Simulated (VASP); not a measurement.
Runs of VASP 6.6.1 on Rb3Al. The structure is that of space group Pm-3m (No. 221), or close to it. The cells are those of the table. 

```csv
task,cell,k mesh,cutoff (eV),gap on the mesh (eV),pressure (GPa),relaxed volume (Å³/atom)
single point,"a = 5.130 Å, 4 atoms",4 × 4 × 4,520,none,(a),-
relaxation of cell and atoms,"relaxed from a = 5.130 Å, 4 atoms",4 × 4 × 4,600,none,0.0,56.52
single point,"a = 6.027 Å, 4 atoms",4 × 4 × 4,520,none,0.2,-
relaxation of cell and atoms,"relaxed from a = 6.027 Å, 4 atoms",8 × 8 × 8,600,none,0.0,57.00
single point,"a = 6.103 Å, 4 atoms",8 × 8 × 8,520,none,0.0,-
```

Alike in all rows: level PBE; potentials or basis VASP PAW PBE potentials, release 64 (Rb_sv, Al); no spin polarisation; smearing gaussian 0.1 eV.

Q: Estimate the missing entries.

A: (a) 7.6.

Caveats: the cell stands under pressure (at least some runs); the volume moved by over 15 % at a fixed basis, so the end points are rough (at least some runs).

A k mesh can miss the band edges, and the runs leave out spin-orbit coupling on Rb.

A gap of «none» marks levels without a gap at the run's occupations.
